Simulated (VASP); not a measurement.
Input of a VASP 6.6.1 run:

Contents of INCAR:

```
SYSTEM = Li
PREC = Accurate
ENCUT = 600
EDIFF = 1E-6
ISMEAR = -1
SIGMA = 0.05
LREAL = .False.
LASPH = .True.
NELM = 100
ALGO = Normal
ISIF = 3
LWAVE = .False.
LCHARG = .False.
GGA = CA
IBRION = 2
NSW = 80
EDIFFG = -0.03
```

KPOINTS

```
Automatic mesh
0
Gamma
  16 16 16
  0 0 0
```

POSCAR

```
Li
1.0
   -1.7546500000      1.7546500000      1.7546500000
    1.7546500000     -1.7546500000      1.7546500000
    1.7546500000      1.7546500000     -1.7546500000
Li
1
Direct
    0.0000000000      0.0000000000      0.0000000000
```

Potentials or basis: VASP PAW LDA potentials, release 64 (Li_sv).

Launch:

```console
$ cat potpaw_LDA.64/Li_sv/POTCAR > POTCAR
$ mpirun -np 1 vasp_std > vasp.out
```

(1) Estimate the space group after relaxing (to 0.1 Å).

(2) Estimate the relaxed volume.

(3) What does it give for the relaxed cell?

(4) Predict the band gap on the k mesh.

Answers

(1) Im-3m (No. 229).

(2) 18.70 Å³/atom.

(3) a = 2.896 Å, b = 2.896 Å, c = 2.896 Å, α = 109.47°, β = 109.47°, γ = 109.47°.

(4) zero (an odd number of electrons rules out a gap without spin polarisation).

Caveat: the cutoff is under 1.25 times the usual one of these potentials, so pressure, stress and relaxed cells hold a basis-set (Pulay) error.
